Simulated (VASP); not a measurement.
A run of VASP 6.6.1 is set up as follows.

POSCAR

```
SrO
1.0
    0.0000000000      2.7753840000      2.6725920000
    2.7753840000      0.0000000000      2.6725920000
    2.7753840000      2.7753840000      0.0000000000
Sr O
1 1
Direct
    0.0000000000      0.0000000000      0.0000000000
    0.5000000000      0.5000000000      0.5000000000
```

The input INCAR.step1:

```
  ALGO = Normal
  EDIFF = 1E-4
  ENCUT = 520
  GGA = PE
  ISMEAR = 0
  LASPH = T
  LCHARG = F
  LREAL = F
  LWAVE = T
  NBANDS = 15
  NELM = 100
  PREC = Accurate
  SIGMA = 0.05
```

File INCAR.step2:

```
  ALGO = Normal
  EDIFF = 1E-7
  ENCUT = 520
  ISIF = 2
  ISMEAR = 0
  ISTART = 1
  LASPH = T
  LCHARG = F
  LMIXTAU = T
  LREAL = F
  LWAVE = F
  METAGGA = R2SCAN
  NBANDS = 15
  NELM = 100
  PREC = Accurate
  SIGMA = 0.05
```

Contents of KPOINTS:

```
k-points
0
Gamma
  8 8 8
```

Potentials or basis: VASP PAW PBE potentials, release 64 (Sr_sv, O).

Launch:

```bash
$ cat potpaw_PBE.64/Sr_sv/POTCAR potpaw_PBE.64/O/POTCAR > POTCAR
$ cp INCAR.step1 INCAR
$ mpirun -np 1 vasp_std > vasp.out
$ cp INCAR.step2 INCAR
$ mpirun -np 1 vasp_std > vasp.out
```

(1) Estimate the band gap on the k mesh.

(2) Estimate the pressure.

Answers

(1) 3.31 eV.

(2) -10.9 GPa.

Caveat: the cell differs from its parent crystal (strain +0.080 along x and y, +0.040 along z); the cell stands under tension; the PAW data sets were made with another functional, which shifts forces and pressure a little.
